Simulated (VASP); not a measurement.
Write the native input for VASP 6.6.1 that does the following.

```yaml
Task: single point
Functional: PBE
Dispersion: D3(BJ)
Potentials_or_basis: VASP PAW PBE potentials, release 64 (Ti_sv, B)
Cutoff: 520 eV
k_mesh: 6 × 6 × 4
Occupations: gaussian, width 0.1 eV
Spin: no spin polarisation
Dipole_correction: no
Further_INCAR_settings: ALGO = Normal; EDIFF = 1e-06; NBANDS = 20
```

The structure of TiB4 lies in POSCAR:

```
TiB4
1.0
    3.1000000000      0.0000000000      0.0000000000
   -1.5500000000      2.6846787500      0.0000000000
    0.0000000000      0.0000000000      6.2600000000
Ti B
1 4
Direct
    0.0000000000      0.0000000000      0.0000000000
    0.3333333300      0.6666666700      0.7444089500
    0.6666666700      0.3333333300      0.7444089500
    0.3333333300      0.6666666700      0.2555910500
    0.6666666700      0.3333333300      0.2555910500
```

One way to write it, as run:

INCAR

```
SYSTEM = TiB4
PREC = Accurate ; ENCUT = 520
EDIFF = 1E-6 ; ISMEAR = 0
SIGMA = 0.1 ; LREAL = .False.
LASPH = .True. ; NELM = 100
ALGO = Normal ; ISIF = 2
LWAVE = .False. ; LCHARG = .False.
GGA = PE ; IVDW = 12
NBANDS = 20
```

KPOINTS

```
Automatic mesh
0
Gamma
  6 6 4
  0 0 0
```

Potentials or basis: VASP PAW PBE potentials, release 64 (Ti_sv, B).

Run with:

```bash
$ cat potpaw_PBE.64/Ti_sv/POTCAR potpaw_PBE.64/B/POTCAR > POTCAR
$ mpirun -np 1 vasp_std > vasp.out
```

Results of the run:

```
Pressure                   : -19.4 GPa
Largest force              : 0.164 eV/Å
Band gap on the k mesh     : zero (bands 12 and 13 overlap by 0.80 eV)
Dispersion energy per atom : -0.249 eV
```

Caveat: the k points lie up to 0.39 Å⁻¹ apart, too coarse for converged energies and pressures of a metal.

Run time: 46 s on 1 thread of Intel Xeon 8259CL, with other jobs on the host, peak memory 0.19 GiB.
